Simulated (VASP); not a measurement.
A run of VASP 6.6.1:

File POSCAR:

```
CoO
1.0
    0.0000000000      2.1315000000      2.1315000000
    2.1315000000      0.0000000000      2.1315000000
    2.1315000000      2.1315000000      0.0000000000
Co O
1 1
Direct
    0.0000000000      0.0000000000      0.0000000000
    0.5000000000      0.5000000000      0.5000000000
```

INCAR.step1

```
SYSTEM = CoO
  PREC = Accurate
  ENCUT = 520
  EDIFF = 1E-6
  ISMEAR = -1
  SIGMA = 0.05
  LREAL = .False.
  LASPH = .True.
  NELM = 150
  ALGO = Normal
  ISIF = 2
  LWAVE = .False.
  LCHARG = .True.
  ISPIN = 2
  MAGMOM = 2 0
  LMAXMIX = 4
  GGA = PS
  NBANDS = 18
```

Contents of KPOINTS.step1:

```
regular mesh
0
Gamma
  16 16 16
  0 0 0
```

The input INCAR.step2:

```
SYSTEM = CoO
  PREC = Accurate
  ENCUT = 520
  EDIFF = 1E-6
  ISMEAR = -5
  SIGMA = 0.05
  LREAL = .False.
  LASPH = .True.
  NELM = 150
  ALGO = Normal
  ISIF = 2
  LWAVE = .False.
  LCHARG = .False.
  ISPIN = 2
  MAGMOM = 2 0
  LORBIT = 11
  LMAXMIX = 4
  GGA = PS
  NBANDS = 18
  NEDOS = 1001
  ICHARG = 11
```

Contents of KPOINTS.step2:

```
regular mesh
0
Gamma
  24 24 24
  0 0 0
```

Potentials or basis: VASP PAW PBE potentials, release 64 (Co, O).

The run is started by

```console
$ cat potpaw_PBE.64/Co/POTCAR potpaw_PBE.64/O/POTCAR > POTCAR
$ cp INCAR.step1 INCAR
$ cp KPOINTS.step1 KPOINTS
$ mpirun -np 1 vasp_std > vasp.out
$ cp INCAR.step2 INCAR
$ cp KPOINTS.step2 KPOINTS
$ mpirun -np 1 vasp_std > vasp.out
```

Hardware: 1 thread of Intel(R) Xeon(R) Platinum 8375C CPU @ 2.90GHz (Ice Lake) (shared host).

Problem. How long does it take, and how much memory?

Solution. Wall time 2.3 min on 1 thread of Intel(R) Xeon(R) Platinum 8375C CPU @ 2.90GHz (Ice Lake), on a shared host, peak memory 0.32 GiB. Counts: k points 413.
